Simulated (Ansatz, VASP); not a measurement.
**Os in VASP and in Ansatz**

The input INCAR:

```
ALGO = Normal
EDIFF = 1E-6
EDIFFG = -0.01
ENCUT = 600
GGA = PS
IBRION = 2
ISIF = 3
ISMEAR = -1
LASPH = T
LCHARG = F
LREAL = F
LWAVE = F
NELM = 60
NSW = 80
PREC = Accurate
SIGMA = 0.1
```

Contents of KPOINTS:

```
k-points
0
Gamma
  9 9 12
```

POSCAR

```
Os
1.0
    4.2920416892      0.0000000000      0.0000000000
   -2.1460208446      3.7170171370      0.0000000000
    0.0000000000      0.0000000000      2.6310215555
Os
3
Direct
    0.0000000000      0.0000000000      0.0000000000
    0.3333333333      0.6666666667      0.5000000000
    0.6666666667      0.3333333333      0.5000000000
```

Input for Ansatz:

```yaml
crystal:
  lattice:
    - [4.2920416892, 0.0, 0.0]
    - [-2.1460208446, 3.717017137, 0.0]
    - [0.0, 0.0, 2.6310215555]
  atoms:
    - { symbol: Os, position: [0.0, 0.0, 0.0] }
    - { symbol: Os, position: [0.3333333333, 0.6666666667, 0.5] }
    - { symbol: Os, position: [0.6666666667, 0.3333333333, 0.5] }
hamiltonian:
  xc: pbesol
  pseudopotentials:
    kind: paw
    azcp:
      Os: "pseudopotentials/Os.paw.azcp"
basis:
  ecutwfc: 420
  fft_grid_basis: typed
kpoints:
  mp_grid: { grid: [9, 9, 12], shift: [0, 0, 0] }
magnetization:
  spin_polarized: false
scf:
  occupations: { method: fermi_dirac, width: 0.1 }
relax:
  max_steps: 60
  f_tol: 0.01
  cell: {}
```

Alike in both runs: task relaxation of cell and atoms; functional PBEsol; k mesh 9 × 9 × 12; occupations fermi-dirac, width 0.1 eV; no spin polarisation.

|  | VASP | Ansatz |
| --- | --- | --- |
| version | VASP 6.6.1 | Ansatz 0.2.0 |
| potentials or method | VASP PAW PBE potentials, release 64 (Os), cutoff 600 eV | plane waves (420 eV) with PAW, scalar-relativistic |
| valence electrons in the cell | 24 | 48 |

VASP gave:

- relaxed volume (Å³/atom): 14.29
- relaxed cell length with the largest relative difference (Å): 2.695

Estimate Ansatz's values.

relaxed volume (Å³/atom): 14.28; relaxed cell length with the largest relative difference (Å): 2.693.

VASP's potentials were made for PBE, not for PBEsol, and Ansatz warns of the same on its side. VASP's potentials hold 24 valence electrons a cell and Ansatz's 48, so a difference there can come from the potentials and not from the codes.

Neither program's run includes spin-orbit coupling.
